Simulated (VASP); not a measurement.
Input of a VASP 6.6.1 run:

The input INCAR:

```
ALGO = Normal
EDIFF = 1E-8
ENCUT = 520
GGA = PS
ISIF = 2
ISMEAR = -1
LASPH = T
LCHARG = F
LEFG = T
LREAL = F
LWAVE = F
NBANDS = 20
NELM = 80
PREC = Accurate
SIGMA = 0.03
```

KPOINTS

```
k-points
0
Gamma
  15 15 15
```

POSCAR

```
WS2
1.0
    1.5684027470      0.9055177481      6.1219641228
   -1.5684027470      0.9055177481      6.1219641228
    0.0000000000     -1.8110354963      6.1219641228
W S
1 2
Direct
    0.0000000000      0.0000000000      0.0000000000
    0.7503000000      0.7503000000      0.7503000000
    0.5810000000      0.5810000000      0.5810000000
```

Potentials or basis: VASP PAW PBE potentials, release 64 (W_sv, S).

Command:

```sh
$ cat potpaw_PBE.64/W_sv/POTCAR potpaw_PBE.64/S/POTCAR > POTCAR
$ mpirun -np 1 vasp_std > vasp.out
```

Task: Estimate the band gap on the k mesh.

Result: 1.02 eV (least direct gap 1.94 eV).

Task: What does it give for the pressure?

Result: 3.0 GPa.

Electric field gradients, principal values (V/Å²):
| atom | least | middle | greatest (by size) |
| --- | --- | --- | --- |
| 1 W | 79.217 | 79.217 | -158.434 |
| 2 S | 25.208 | 25.208 | -50.416 |
| 3 S | 21.346 | 21.346 | -42.692 |

Caveat: the cell stands under pressure; without QUAD_EFG the Cq values of the log hold for a quadrupole moment of 1 mb, not for the nuclei; the PAW data sets were made with another functional, which shifts forces and pressure a little; spin-orbit coupling is left out, which moves the levels of the heavy elements; an odd mesh through Γ misses points on the zone boundary, where band edges can lie.
